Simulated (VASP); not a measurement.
# W (Fm-3m) in VASP: notebook, part 2 of 2

VASP 6.6.1.

### Step 3. Single point, r2SCAN

This run uses another cell than the first one, of 16.21 Å³/atom, 1.031 times its volume.

Contents of POSCAR:

```
W
1.0
    0.0000000000      2.0085763247      2.0085763247
    2.0085763247      0.0000000000      2.0085763247
    2.0085763247      2.0085763247      0.0000000000
W
1
Direct
    0.0000000000      0.0000000000      0.0000000000
```

Contents of INCAR.step1:

```
SYSTEM = W
PREC     = Accurate       ! precision mode
ENCUT    = 520            ! plane-wave cutoff, eV
ISMEAR   = 0              ! smearing method
SIGMA    = 0.1            ! smearing width, eV
LREAL    = .FALSE.        ! projectors in reciprocal space
LASPH    = .TRUE.         ! aspherical terms in the spheres
NELM     = 60             ! most SCF steps
NBANDS   = 13             ! bands
GGA      = PE             ! functional
ALGO     = Normal         ! electronic algorithm
EDIFF    = 1E-4           ! SCF threshold, eV
LWAVE    = .TRUE.         ! write WAVECAR
LCHARG   = .FALSE.        ! write CHGCAR
```

Contents of INCAR.step2:

```
SYSTEM = W
PREC     = Accurate       ! precision mode
ENCUT    = 520            ! plane-wave cutoff, eV
EDIFF    = 1E-6           ! SCF threshold, eV
ISMEAR   = 0              ! smearing method
SIGMA    = 0.1            ! smearing width, eV
LREAL    = .FALSE.        ! projectors in reciprocal space
LASPH    = .TRUE.         ! aspherical terms in the spheres
NELM     = 60             ! most SCF steps
ALGO     = Normal         ! electronic algorithm
ISIF     = 2              ! what is computed and relaxed
LWAVE    = .FALSE.        ! write WAVECAR
LCHARG   = .FALSE.        ! write CHGCAR
METAGGA  = R2SCAN         ! meta-GGA
LMIXTAU  = .TRUE.       
NBANDS   = 13             ! bands
ISTART   = 1
```

Contents of KPOINTS:

```
regular mesh
0
G
  18 18 18
  0 0 0
```

Potentials or basis: VASP PAW PBE potentials, release 64 (W_sv).

Started as:

```sh
cat potpaw_PBE.64/W_sv/POTCAR > POTCAR
cp INCAR.step1 INCAR
mpirun -np 1 vasp_std > vasp.out
cp INCAR.step2 INCAR
mpirun -np 1 vasp_std > vasp.out
```

Wall time 72 s (1 thread of Intel Xeon Platinum 8375C at 2.90GHz (Ice Lake), shared host); peak memory 0.17 GiB.

It converged, with:

```yaml
Free_energy: -50.8003 eV
Pressure: 1.1 GPa
Band_gap_on_the_k_mesh: zero (band 7 reaches 13.60 eV, above the bottom of band 8 at 9.91 eV)
```

Levels at points of the mesh, in eV from the Fermi level:
| k point | band 3 | band 4 | band 5 | band 6 | band 7 | band 8 | band 9 | band 10 | band 11 | band 12 |
| --- | --- | --- | --- | --- | --- | --- | --- | --- | --- | --- |
| (0.00, 0.00, 0.00) | -38.51 | -38.51 | -9.55 | -0.60 | -0.60 | -0.60 | 2.84 | 2.84 | 13.38 | 19.12 |
| (0.50, 0.00, 0.00) | -38.68 | -38.68 | -5.97 | -0.77 | -0.76 | 0.50 | 5.36 | 5.36 | 11.02 | 13.02 |
| (0.50, 0.50, 0.00) | -38.96 | -38.96 | -5.81 | -4.87 | 3.09 | 5.41 | 6.06 | 6.06 | 12.42 | 12.42 |

Caveat: the PAW data sets were made with another functional, which shifts forces and pressure a little; spin-orbit coupling is left out, which moves the levels of the heavy elements.

### Step 4. Single point, r2SCAN (volume scaled by 1.03)

Contents of POSCAR:

```
W
1.0
    0.0000000000      2.0284645124      2.0284645124
    2.0284645124      0.0000000000      2.0284645124
    2.0284645124      2.0284645124      0.0000000000
W
1
Direct
    0.0000000000      0.0000000000      0.0000000000
```

Contents of INCAR.step1:

```
SYSTEM = W
ALGO = Normal ; EDIFF = 1E-4
ENCUT = 520 ; GGA = PE
ISMEAR = 0 ; LASPH = .TRUE.
LCHARG = .FALSE. ; LREAL = .FALSE.
LWAVE = .TRUE. ; NBANDS = 13
NELM = 100 ; PREC = Accurate
SIGMA = 0.1
```

Contents of INCAR.step2:

```
SYSTEM = W
ALGO = Normal ; EDIFF = 1E-6
ENCUT = 520 ; ISIF = 2
ISMEAR = 0 ; ISTART = 1
LASPH = .TRUE. ; LCHARG = .FALSE.
LMIXTAU = .TRUE. ; LREAL = .FALSE.
LWAVE = .FALSE. ; METAGGA = R2SCAN
NBANDS = 13 ; NELM = 100
PREC = Accurate ; SIGMA = 0.1
```

Contents of KPOINTS:

```
k-points
0
G
  18 18 18
  0 0 0
```

Started as:

```sh
cat potpaw_PBE.64/W_sv/POTCAR > POTCAR
cp INCAR.step1 INCAR
mpirun -np 1 vasp_std > vasp.out
cp INCAR.step2 INCAR
mpirun -np 1 vasp_std > vasp.out
```

Run time: 70 s. Hardware: 1 thread of Intel Xeon Platinum 8375C at 2.90GHz (Ice Lake), shared host; peak memory 0.17 GiB.

Results (log left out):

- Free energy: -50.7904 eV
- Pressure: -7.5 GPa
- Band gap on the k mesh: zero (band 7 reaches 13.02 eV, above the bottom of band 8 at 9.54 eV)

Levels at points of the mesh, in eV from the Fermi level:
```tsv
k point	band 3	band 4	band 5	band 6	band 7	band 8	band 9	band 10	band 11	band 12
(0.00, 0.00, 0.00)	-38.62	-38.62	-9.40	-0.58	-0.58	-0.58	2.73	2.73	13.33	18.92
(0.50, 0.00, 0.00)	-38.77	-38.77	-5.82	-0.72	-0.72	0.39	5.14	5.14	10.55	12.96
(0.50, 0.50, 0.00)	-39.03	-39.03	-5.60	-4.68	2.90	5.18	5.80	5.80	12.15	12.15
```

Caveat: the cell differs from its parent crystal (volume scaled by 1.03); the PAW data sets were made with another functional, which shifts forces and pressure a little; spin-orbit coupling is left out, which moves the levels of the heavy elements.

### Step 5. Single point, r2SCAN (volume scaled by 1.06)

Contents of POSCAR:

```
W
1.0
    0.0000000000      2.0479701755      2.0479701755
    2.0479701755      0.0000000000      2.0479701755
    2.0479701755      2.0479701755      0.0000000000
W
1
Direct
    0.0000000000      0.0000000000      0.0000000000
```

Contents of INCAR.step1:

```
  ALGO = Normal
  EDIFF = 1E-4
  ENCUT = 520
  GGA = PE
  ISMEAR = 0
  LASPH = T
  LCHARG = F
  LREAL = F
  LWAVE = T
  NBANDS = 13
  NELM = 60
  PREC = Accurate
  SIGMA = 0.1
```

Contents of INCAR.step2:

```
  ALGO = Normal
  EDIFF = 1E-6
  ENCUT = 520
  ISIF = 2
  ISMEAR = 0
  ISTART = 1
  LASPH = T
  LCHARG = T
  LELF = T
  LMIXTAU = T
  LREAL = F
  LVHAR = T
  LWAVE = F
  METAGGA = R2SCAN
  NBANDS = 13
  NELM = 60
  PREC = Accurate
  SIGMA = 0.1
```

Contents of KPOINTS:

```
k-points
0
Gamma
  18 18 18
```

Potentials or basis: VASP PAW PBE potentials, release 64 (W_sv).

Started as:

```sh
cat potpaw_PBE.64/W_sv/POTCAR > POTCAR
cp INCAR.step1 INCAR
mpirun -np 1 vasp_std > vasp.out
cp INCAR.step2 INCAR
mpirun -np 1 vasp_std > vasp.out
```

OUTCAR:

```text
EDIFF = 1E-6
   ENCUT = 520
   ISIF = 2
   ISMEAR = 0
   ISTART = 1
   LASPH = T
   LREAL = F
   METAGGA = R2SCAN
   NELM = 60
   PREC = Accurate

 ion  position               nearest neighbor table
   1  0.000  0.000  0.000-

  LATTYP: Found a face centered cubic cell.
 ALAT       =     4.0959403510

  Lattice vectors:

 A1 = (   0.0000000000,   2.0479701755,   2.0479701755)
 A2 = (   2.0479701755,   0.0000000000,   2.0479701755)
 A3 = (   2.0479701755,   2.0479701755,   0.0000000000)

[... 554 lines left out ...]
      5       2.7138      2.00000
      6       8.0428      2.00000
      7       9.6315      1.88283
      8       9.7838      0.55645
      9      11.8795      0.00000
     10      12.8682      0.00000
     11      23.6212      0.00000
     12      26.7667      0.00000
     13      31.3215      0.00000

 [... further k-points ...]
[... 5 lines left out ...]
  --------------------------------------------------------------------------------------
  -------------------------------------------------------------------------------------
  Total       -1.5922213     -1.5922213     -1.5922213      0.0000000     -0.0000000      0.0000000
  in kB     -148.4954420   -148.4954420   -148.4954420      0.0000000     -0.0000000      0.0000000
  external PRESSURE =    -148.4954420 kB  Pullay stress =       0.0000000 kB

 VOLUME and BASIS-vectors are now :
 -----------------------------------------------------------------------------
  energy-cutoff  :      520.00
  volume of cell :       17.18
      direct lattice vectors                 reciprocal lattice vectors
     0.000000000  2.047970176  2.047970176    -0.244144180  0.244144180  0.244144180
     2.047970176  0.000000000  2.047970176     0.244144180 -0.244144180  0.244144180
     2.047970176  2.047970176  0.000000000     0.244144180  0.244144180 -0.244144180

 POSITION                                       TOTAL-FORCE (eV/Angst)
 -----------------------------------------------------------------------------------
      0.00000      0.00000      0.00000         0.000000     -0.000000      0.000000
 -----------------------------------------------------------------------------------
    total drift:                                0.000000      0.000000      0.000000

  FREE ENERGIE OF THE ION-ELECTRON SYSTEM (eV)
  ---------------------------------------------------
  free  energy   TOTEN  =       -50.7563791502 eV

  energy  without entropy=      -50.7499165542  energy(sigma->0) =      -50.75314785
```

It took 80 s on 1 thread of Intel Xeon Platinum 8375C at 2.90GHz (Ice Lake), shared host; peak memory 0.17 GiB.

What came out:

```
Free energy            : -50.7564 eV
Pressure               : -14.8 GPa
Band gap on the k mesh : zero (band 7 reaches 12.48 eV, above the bottom of band 8 at 9.19 eV)
```

Caveat: the cell differs from its parent crystal (volume scaled by 1.06); the PAW data sets were made with another functional, which shifts forces and pressure a little; spin-orbit coupling is left out, which moves the levels of the heavy elements.

### Step 6. The runs side by side

| cell | gap on the mesh (eV) | pressure (GPa) |
| --- | --- | --- |
| a = 2.812 Å, angles 60.0°, 1 atom | none | 11.1 |
| a = 2.841 Å, angles 60.0°, 1 atom | none | 1.1 |
| a = 2.869 Å, angles 60.0°, 1 atom | none | -7.5 |
| a = 2.896 Å, angles 60.0°, 1 atom | none | -14.8 |

Alike in all rows: task single point; level r2SCAN; potentials or basis VASP PAW PBE potentials, release 64 (W_sv); no spin polarisation; k mesh 18 × 18 × 18; cutoff (eV) 520; smearing gaussian 0.1 eV.

Caveats: the PAW data sets were made with another functional, which shifts forces and pressure a little; spin-orbit coupling is left out, which moves the levels of the heavy elements.

Total energies depend on the potentials used, so only differences within one code and one set of settings carry meaning.
